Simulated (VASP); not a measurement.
# CO2 in VASP: further runs, part 2 of 2

VASP 6.6.1. The steps go on from the part before.

## (4) Single point, PBE+D3(BJ)

INCAR reads:

```
ALGO = Normal
EDIFF = 1E-6
ENCUT = 520
GGA = PE
ISIF = 2
ISMEAR = -1
IVDW = 12
LASPH = T
LCHARG = F
LREAL = Auto
LWAVE = F
NBANDS = 101
NELM = 100
PREC = Accurate
SIGMA = 0.05
```

KPOINTS reads:

```
k-points
0
Gamma
  1 1 1
```

POSCAR reads:

```
CO2
1.0
    8.4061180000      0.0000000000      0.0000000000
    0.0000000000      8.4061180000      0.0000000000
    0.0000000000      0.0000000000      8.4061180000
C O
10 20
Direct
    0.5149582721      0.6686677489      0.4147098577
    0.6975038894      0.3075141225      0.5724640078
   -0.0469776893      0.6087233132      0.3451652713
    0.3702184528      0.9390779430      1.0243610665
    0.5726781375      0.3094888747      0.1010573489
    0.0844622928      0.8852243092      0.6007648239
    0.2723730502      0.3239307371      0.6188112039
    0.8200693828      0.9300844932      0.8437307209
    1.0332831397      0.5530614726      0.9345574259
    0.5198594643      1.0089318280      0.4139485075
    0.4560963812      0.6375594537      0.2961176610
    0.5637322721      0.6954577606      0.5455431389
    0.6835259748      0.2921919488      0.7163473080
    0.7058192616      0.3292720849      0.4341956656
    0.0374846035      0.5763064473      0.4548948754
   -0.1325820075      0.6559865089      0.2429421048
    0.2754779317      0.9230420035      1.1183164452
    0.4556919139      0.9621206840      0.9216620561
    0.4366224695      0.2740266078      0.0847240070
    0.7115174924      0.3262147878      0.1087660202
    0.1336645524      0.8637399570      0.7308962353
    0.0285982186      0.9144768132      0.4729888398
    0.1567310856      0.2794274361      0.6769474328
    0.3925712202      0.3862781845      0.5689784512
    0.8592908165      0.9131682425      0.9772525201
    0.7755541857      0.9489398079      0.7139561924
    1.1664242639      0.5418672448      0.9649281630
    0.9022714171      0.5679910751      0.8885314244
    0.6362508830      1.0139876695      0.3371591976
    0.4026234226      1.0195193548      0.4871332998
```

Potentials or basis: VASP PAW PBE potentials, release 64 (C, O).

Started as:

```bash
> cat potpaw_PBE.64/C/POTCAR potpaw_PBE.64/O/POTCAR > POTCAR
> mpirun -np 1 vasp_gam > vasp.out
```

OUTCAR:

```text
EDIFF = 1E-6
   ENCUT = 520
   GGA = PE
   ISIF = 2
   ISMEAR = -1
   IVDW = 12
   LASPH = T
   LREAL = Auto
   NELM = 100
   PREC = Accurate
 IVDW          = 12

 ion  position               nearest neighbor table
   1  0.515  0.669  0.415-  11 1.14  12 1.20
   2  0.698  0.308  0.572-  14 1.18  13 1.22
   3  0.953  0.609  0.345-  16 1.19  15 1.20
   4  0.370  0.939  0.024-  17 1.13  18 1.14
   5  0.573  0.309  0.101-  20 1.18  19 1.19
   6  0.084  0.885  0.601-  21 1.18  22 1.20
   7  0.272  0.324  0.619-  23 1.15  24 1.21
   8  0.820  0.930  0.844-  26 1.16  25 1.18
   9  0.033  0.553  0.935-  27 1.15  28 1.17
  10  0.520  0.009  0.414-  30 1.17  29 1.17
  11  0.456  0.638  0.296-   1 1.14
  12  0.564  0.695  0.546-   1 1.20
  13  0.684  0.292  0.716-   2 1.22
  14  0.706  0.329  0.434-   2 1.18
  15  0.037  0.576  0.455-   3 1.20
  16  0.867  0.656  0.243-   3 1.19
[... 12 lines left out ...]
  29  0.636  0.014  0.337-  10 1.17
  30  0.403  0.020  0.487-  10 1.17

  LATTYP: Found a simple cubic cell.
 ALAT       =     8.4061180000

  Lattice vectors:
[... 215 lines left out ...]
 fundamental gap:      6.0729319459
 Fermi energy:        -3.5522912148

 k-point     1 :       0.0000    0.0000    0.0000
  band No.  band energies     occupation
      1     -25.8619      2.00000
      2     -25.8145      2.00000
      3     -25.7461      2.00000
      4     -25.7186      2.00000
      5     -25.4120      2.00000
      6     -25.3545      2.00000
[... 84 lines left out ...]
     91       2.9667      0.00000
     92       3.0366      0.00000
 [bands above 92 left out]

------------------------ aborting loop because EDIFF is reached ----------------------------------------

 Edisp (eV)   -1.53292

 E8    (eV) :    -0.3894

  FORCE on cell =-STRESS in cart. coord.  units (eV):
  Direction    XX          YY          ZZ          XY          YZ          ZX
  --------------------------------------------------------------------------------------
  -------------------------------------------------------------------------------------
  Total       6.07918     1.00430    -0.38011     1.06256     1.58233    -6.89579
  in kB      16.39719     2.70886    -1.02525     2.86601     4.26797   -18.59979
  external pressure =        6.03 kB  Pullay stress =        0.00 kB

 VOLUME and BASIS-vectors are now :
 -----------------------------------------------------------------------------
  energy-cutoff  :      520.00
  volume of cell :      594.00
      direct lattice vectors                 reciprocal lattice vectors
     8.406118000  0.000000000  0.000000000     0.118960976  0.000000000  0.000000000
     0.000000000  8.406118000  0.000000000     0.000000000  0.118960976  0.000000000
     0.000000000  0.000000000  8.406118000     0.000000000  0.000000000  0.118960976

 POSITION                                       TOTAL-FORCE (eV/Angst)
 -----------------------------------------------------------------------------------
      4.32880      5.62090      3.48610         1.298283      0.431374      4.591311
      5.86330      2.58500      4.81220        -0.492202      0.076314      3.755568
      8.01122      5.11700      2.90150        -0.015425      0.860843      0.515461
      3.11210      7.89400      0.20478         0.470397      0.338634     -1.188714
      4.81400      2.60160      0.84950        -0.272425     -1.087441     -0.624161
      0.71000      7.44130      5.05010        -0.800880      0.756341     -1.238888
[... 22 lines left out ...]
      5.34840      0.11758      2.83420         0.243733     -0.553275     -0.204579
      3.38450      0.16408      4.09490        -1.015294     -0.260094      0.736912
 -----------------------------------------------------------------------------------
    total drift:                                0.040269     -0.016106     -0.005907

  FREE ENERGIE OF THE ION-ELECTRON SYSTEM (eV)
  ---------------------------------------------------
  free  energy   TOTEN  =      -230.3468339298 eV

  energy  without entropy=     -230.3468339298  energy(sigma->0) =     -230.34683393
```

OSZICAR:

```text
N       E                     dE             d eps       ncg     rms          rms(c)
DAV:   1     0.144591889811E+04    0.14459E+04   -0.92665E+04   218   0.148E+03
DAV:   2    -0.101544100511E+03   -0.15475E+04   -0.15083E+04   247   0.357E+02
DAV:   3    -0.242062980129E+03   -0.14052E+03   -0.13953E+03   236   0.115E+02
DAV:   4    -0.245386259627E+03   -0.33233E+01   -0.33021E+01   260   0.183E+01
DAV:   5    -0.245478884859E+03   -0.92625E-01   -0.92336E-01   276   0.283E+00    0.300E+01
DAV:   6    -0.230266642552E+03    0.15212E+02   -0.57479E+01   244   0.249E+01    0.138E+01
DAV:   7    -0.229206588341E+03    0.10601E+01   -0.29890E+00   244   0.636E+00    0.779E+00
DAV:   8    -0.228861655304E+03    0.34493E+00   -0.21785E+00   244   0.474E+00    0.178E+00
DAV:   9    -0.228817634020E+03    0.44021E-01   -0.15041E-01   236   0.143E+00    0.799E-01
DAV:  10    -0.228814691761E+03    0.29423E-02   -0.45173E-02   244   0.679E-01    0.194E-01
DAV:  11    -0.228814483560E+03    0.20820E-03   -0.21972E-03   244   0.250E-01    0.912E-02
DAV:  12    -0.228814252734E+03    0.23083E-03   -0.54780E-04   244   0.131E-01    0.476E-02
DAV:  13    -0.228813984553E+03    0.26818E-03   -0.35098E-04   276   0.133E-01    0.222E-02
DAV:  14    -0.228813935770E+03    0.48782E-04   -0.20836E-04   244   0.720E-02    0.168E-02
DAV:  15    -0.228813920899E+03    0.14872E-04   -0.31094E-05   244   0.251E-02    0.105E-02
DAV:  16    -0.228813911020E+03    0.98790E-05   -0.12078E-05   244   0.246E-02    0.432E-03
DAV:  17    -0.228813910659E+03    0.36122E-06   -0.72742E-06   236   0.112E-02
   1 F= -.23034683E+03 E0= -.23034683E+03  d E =-.229994E-10
```

stdout:

```text
POSCAR found type information on POSCAR C O
 POSCAR found :  2 types and      30 ions
 scaLAPACK will be used
 LDA part: xc-table for (Slater+PW92), standard interpolation
 POSCAR, INCAR and KPOINTS ok, starting setup
 FFT: planning ... GRIDC
 FFT: planning ... GRID_SOFT
 FFT: planning ... GRID
 WAVECAR not read
 entering main loop
```

Run time: 55 s. Hardware: 1 thread of Intel Xeon 6975P-C (Granite Rapids), shared host; peak memory 0.58 GiB.

What came out:

```
Free energy                : -230.3468 eV
Pressure                   : 0.6 GPa
Largest force              : 5.568 eV/Å
Dispersion energy per atom : -0.051 eV
```

Forces on the atoms (eV/Å):
```
C    1.298  0.431  4.591
C   -0.492  0.076  3.756
C   -0.015  0.861  0.515
C    0.470  0.339 -1.189
C   -0.272 -1.087 -0.624
C   -0.801  0.756 -1.239
C    4.203  2.736 -1.392
C    0.012 -0.082  1.845
C   -2.108  0.417 -1.360
C    0.661  0.832 -0.582
O   -1.144 -0.595 -3.196
O   -0.080 -0.101 -1.472
O    0.615  0.225 -3.928
O    0.238 -0.077  0.588
O   -0.894 -0.191 -1.402
O    0.909 -0.882  0.948
O   -3.571 -0.880  4.181
O    3.103  0.451 -3.068
O    0.815  0.741  0.418
O   -0.494  0.420  0.018
O   -0.057 -0.119 -0.726
O    1.082 -0.451  1.807
O   -1.948 -1.198  0.713
O   -2.630 -1.566  0.680
O    0.021  0.099 -0.349
O   -0.258  0.086 -1.282
O    2.509 -0.322  1.071
O   -0.400 -0.106  0.145
O    0.244 -0.553 -0.205
O   -1.015 -0.260  0.737
```

Caveat: the k points lie up to 0.75 Å⁻¹ apart; the atoms stand as in a frame of molecular dynamics.

## (5) Single point, PBE+D3(BJ)

INCAR reads:

```
ALGO = Normal ; EDIFF = 1E-6
ENCUT = 520 ; GGA = PE
ISIF = 2 ; ISMEAR = -1
IVDW = 12 ; LASPH = True
LCHARG = True ; LELF = True
LREAL = Auto ; LVHAR = True
LWAVE = False ; NBANDS = 101
NELM = 80 ; PREC = Accurate
SIGMA = 0.05
```

KPOINTS is that of step 4.

POSCAR reads:

```
CO2
1.0
    8.4061180000      0.0000000000      0.0000000000
    0.0000000000      8.4061180000      0.0000000000
    0.0000000000      0.0000000000      8.4061180000
C O
10 20
Direct
    0.4639953900      0.6686796450      0.3931422328
    0.7066638846      0.3344706796      0.6205837225
   -0.0534253742      0.5818381327      0.3746438011
    0.3899540787      0.9120500093      1.0341872431
    0.5413081282      0.3008998922      0.0801440094
    0.1087541241      0.9065778044      0.5532161219
    0.2348765506      0.3482225684      0.6198580605
    0.8322628828      0.9501770020      0.8900779171
    1.0579080617      0.5570228731      0.9093376990
    0.5342180540      1.0253841309      0.3918336621
    0.3793546557      0.6437573206      0.2886944961
    0.5573678599      0.6948748519      0.4994457608
    0.6594006889      0.3022322551      0.7527136783
    0.7499418876      0.3620696260      0.4857652486
    0.0183080942      0.5328143145      0.4908448823
   -0.1243737002      0.6121612854      0.2595966414
    0.2758942951      0.9113957239      1.1050641925
    0.5135545325      0.9029613907      0.9770383904
    0.4058829533      0.3194815966      0.0589451635
    0.6776730948      0.2906811444      0.1220182729
    0.1687223520      0.8720196409      0.6757935113
    0.0572797098      0.9286450654      0.4219545812
    0.1343307339      0.2574196555      0.6517871864
    0.3406328581      0.4254401378      0.5688119058
    0.8918623317      0.9082194659      1.0064931280
    0.7815736110      0.9829507509      0.7636699842
    1.1854580200      0.5480175272      0.9604671264
    0.9254688074      0.5555120687      0.8678679029
    0.6334553001      1.0101928143      0.2969146995
    0.4320543680      1.0226956129      0.4902976618
```

Started as:

```bash
> cat potpaw_PBE.64/C/POTCAR potpaw_PBE.64/O/POTCAR > POTCAR
> mpirun -np 1 vasp_gam > vasp.out
```

It took 58 s on 1 thread of Intel Xeon 6975P-C (Granite Rapids), shared host; peak memory 0.52 GiB.

The run converged. Its results:

```
Free energy                : -230.1874 eV
Pressure                   : 0.2 GPa
Largest force              : 5.561 eV/Å
Dispersion energy per atom : -0.051 eV
```

Forces in eV/Å, atoms in the order of the input:
```
C    3.611  0.744  3.869
C   -0.293 -0.243  0.033
C    1.865 -1.991  2.850
C    1.877 -0.441 -0.673
C    3.418  0.239  1.743
C   -0.037 -0.389 -1.614
C    0.929 -0.288 -1.295
C   -0.337  0.031 -2.002
C   -1.178 -0.341  0.228
C   -1.718 -0.758  1.926
O   -1.661 -0.473 -1.881
O   -1.770 -0.487 -1.939
O    1.106  0.916 -3.056
O   -1.214 -0.822  3.121
O   -1.445  1.895 -2.648
O   -0.253  0.532 -0.427
O   -4.968  0.421  2.464
O    2.902  0.055 -1.967
O   -1.260 -0.236 -0.680
O   -1.985  0.062 -1.155
O   -0.566  0.400 -0.362
O    0.516 -0.054  2.112
O   -0.463 -0.056  0.747
O   -0.342  0.016  0.712
O    0.677 -0.342  1.985
O   -0.168  0.235 -0.082
O    1.958  0.224  0.390
O   -0.951  0.265 -0.673
O    0.896  0.201 -0.835
O    0.853  0.686 -0.892
```

Stress tensor (GPa, compression positive):
```
 2.36 -0.04 -0.81
-0.04  0.23  0.44
-0.81  0.44 -1.93
```

Levels at points of the mesh, in eV from the Fermi level:
| k point | band 78 | band 79 | band 80 | band 81 | band 82 | band 83 |
| --- | --- | --- | --- | --- | --- | --- |
| (0.00, 0.00, 0.00) | -1.36 | -1.31 | -1.24 | 4.76 | 5.81 | 5.96 |

Caveat: the k points lie up to 0.75 Å⁻¹ apart; the atoms stand as in a frame of molecular dynamics.

## (6) Single point, PBE+D3(BJ)

INCAR reads:

```
  ALGO = Normal
  EDIFF = 1E-6
  ENCUT = 520
  GGA = PE
  ISIF = 2
  ISMEAR = -1
  IVDW = 12
  LASPH = T
  LCHARG = T
  LELF = T
  LREAL = Auto
  LVHAR = T
  LWAVE = F
  NBANDS = 101
  NELM = 100
  PREC = Accurate
  SIGMA = 0.05
```

KPOINTS is that of step 5.

POSCAR reads:

```
CO2
1.0
    8.4061180000      0.0000000000      0.0000000000
    0.0000000000      8.4061180000      0.0000000000
    0.0000000000      0.0000000000      8.4061180000
C O
10 20
Direct
    0.4443906212      0.6335980532      0.3756549694
    0.6814917421      0.3489363342      0.6758291996
   -0.0521643879      0.5676103999      0.3733947109
    0.3972820748      0.8761000024      1.0366021510
    0.5240706828      0.3107617571      0.0775863484
    0.1376021607      0.9094685561      0.5111991052
    0.2122620691      0.3202191547      0.6176929708
    0.8715319009      0.9516045337      0.9173556688
    1.0596092037      0.5650170507      0.8920883576
    0.5462569048      1.0395880714      0.3961995299
    0.3298074093      0.6272455371      0.2983898156
    0.5636965838      0.6564266645      0.4472694768
    0.6268648620      0.3467474523      0.8058059618
    0.7451834485      0.3448202845      0.5435089063
    0.0253624800      0.5863229614      0.4953178150
   -0.1246948948      0.5651479078      0.2548619946
    0.2769887361      0.9356875552      1.0652360578
    0.5179798808      0.8210329667      0.9982729246
    0.3943675309      0.3156748454      0.0305372825
    0.6640639591      0.3021846707      0.1080641504
    0.1842467593      0.8708419273      0.6385825181
    0.0804771001      0.9587302962      0.3908105977
    0.1142501212      0.2242533355      0.6576043781
    0.3051230068      0.4219902695      0.5971959946
    0.9153809166      0.9218404976      1.0441204846
    0.8232456409      0.9953107963      0.7931009296
    1.1863383312      0.5889282068      0.9465724845
    0.9356994513      0.5512056814      0.8328933760
    0.6262938493      0.9844853475      0.2958202585
    0.4687657252      1.1115475657      0.4953059189
```

Potentials or basis: VASP PAW PBE potentials, release 64 (C, O).

Started as:

```bash
> cat potpaw_PBE.64/C/POTCAR potpaw_PBE.64/O/POTCAR > POTCAR
> mpirun -np 1 vasp_gam > vasp.out
```

OUTCAR:

```text
EDIFF = 1E-6
   ENCUT = 520
   GGA = PE
   ISIF = 2
   ISMEAR = -1
   IVDW = 12
   LASPH = T
   LREAL = Auto
   NELM = 100
   PREC = Accurate
 IVDW          = 12

 ion  position               nearest neighbor table
   1  0.444  0.634  0.376-  11 1.16  12 1.19
   2  0.681  0.349  0.676-  13 1.19  14 1.23
   3  0.948  0.568  0.373-  16 1.17  15 1.22
   4  0.397  0.876  0.037-  17 1.15  18 1.16
[... 354 lines left out ...]
  -------------------------------------------------------------------------------------
  Total      -0.90424    -1.18797    -9.09422    -1.34323    -0.84627     2.51776
  in kB      -2.43898    -3.20427   -24.52955    -3.62306    -2.28261     6.79106
  external pressure =      -10.06 kB  Pullay stress =        0.00 kB

 VOLUME and BASIS-vectors are now :
 -----------------------------------------------------------------------------
  energy-cutoff  :      520.00
  volume of cell :      594.00
      direct lattice vectors                 reciprocal lattice vectors
     8.406118000  0.000000000  0.000000000     0.118960976  0.000000000  0.000000000
     0.000000000  8.406118000  0.000000000     0.000000000  0.118960976  0.000000000
     0.000000000  0.000000000  8.406118000     0.000000000  0.000000000  0.118960976

 POSITION                                       TOTAL-FORCE (eV/Angst)
 -----------------------------------------------------------------------------------
      3.73560      5.32610      3.15780         1.974864      0.939581      0.888861
      5.72870      2.93320      5.68110         1.843207     -0.397985     -2.791135
      7.96762      4.77140      3.13880         2.007702      1.227400      3.079990
      3.33960      7.36460      0.30768         0.454291     -0.155934     -0.729749
      4.40540      2.61230      0.65220         3.986981     -0.336781      0.197954
      1.15670      7.64510      4.29720        -1.024374      0.874424     -0.158634
[... 22 lines left out ...]
      5.26470      8.27570      2.48670        -0.311784     -0.248006      0.311784
      3.94050      0.93768      4.16360         1.531805     -2.028588     -2.147414
 -----------------------------------------------------------------------------------
    total drift:                                0.015325      0.003152      0.019768

  FREE ENERGIE OF THE ION-ELECTRON SYSTEM (eV)
  ---------------------------------------------------
  free  energy   TOTEN  =      -230.3698342947 eV

  energy  without entropy=     -230.3698342947  energy(sigma->0) =     -230.36983429
```

stdout:

```text
POSCAR found type information on POSCAR C O
 POSCAR found :  2 types and      30 ions
 scaLAPACK will be used
 LDA part: xc-table for (Slater+PW92), standard interpolation
 POSCAR, INCAR and KPOINTS ok, starting setup
 FFT: planning ... GRIDC
 FFT: planning ... GRID_SOFT
 FFT: planning ... GRID
 WAVECAR not read
 entering main loop
```

Run time: 59 s. Hardware: 1 thread of Intel Xeon 6975P-C (Granite Rapids), shared host; peak memory 0.57 GiB.

What came out:

```
Free energy                : -230.3698 eV
Pressure                   : -1.0 GPa
Largest force              : 4.646 eV/Å
Dispersion energy per atom : -0.050 eV
```

Forces in eV/Å, atoms in the order of the input:
```
C    1.975  0.940  0.889
C    1.843 -0.398 -2.791
C    2.008  1.227  3.080
C    0.454 -0.156 -0.730
C    3.987 -0.337  0.198
C   -1.024  0.874 -0.159
C   -1.834 -1.314  1.566
C   -0.896  1.177 -1.537
C    1.492  0.781  0.514
C   -1.192  2.272  1.921
O   -1.148 -0.429 -0.686
O   -0.762 -0.494 -0.168
O    0.473  0.220 -2.006
O   -2.146  0.203  4.115
O   -2.055 -0.805 -3.093
O   -0.078 -0.365 -0.204
O   -1.989  1.005  0.825
O    1.571 -0.884 -0.272
O   -1.547  0.041  0.138
O   -2.589  0.171  0.313
O    0.070 -0.057 -0.948
O    0.961 -0.853  1.241
O    1.522  1.305 -1.009
O    0.439  0.014 -0.443
O    0.747 -0.863  1.719
O    0.062 -0.323 -0.237
O   -0.056 -0.259  0.104
O   -1.506 -0.416 -0.504
O   -0.312 -0.248  0.312
O    1.532 -2.029 -2.147
```

Caveat: the k points lie up to 0.75 Å⁻¹ apart; the atoms stand as in a frame of molecular dynamics.

## (7) Summary

```tsv
cell	pressure (GPa)	largest force (eV/Å)
as given, atomic positions A	2.7	4.71
as given, atomic positions B	1.4	4.52
as given, atomic positions C	0.6	5.57
as given, atomic positions D	0.2	5.56
as given, atomic positions E	-1.0	4.65
```

Alike in all rows: task single point; level PBE+D3(BJ); potentials or basis VASP PAW PBE potentials, release 64 (C, O); no spin polarisation; k mesh 1 × 1 × 1; cutoff (eV) 520; smearing fermi-dirac 0.05 eV.

Caveats: all runs use coarse meshes; the atoms stand as in a frame of molecular dynamics (at least some runs).

Total energies depend on the potentials used, so only differences within one code and one set of settings carry meaning.
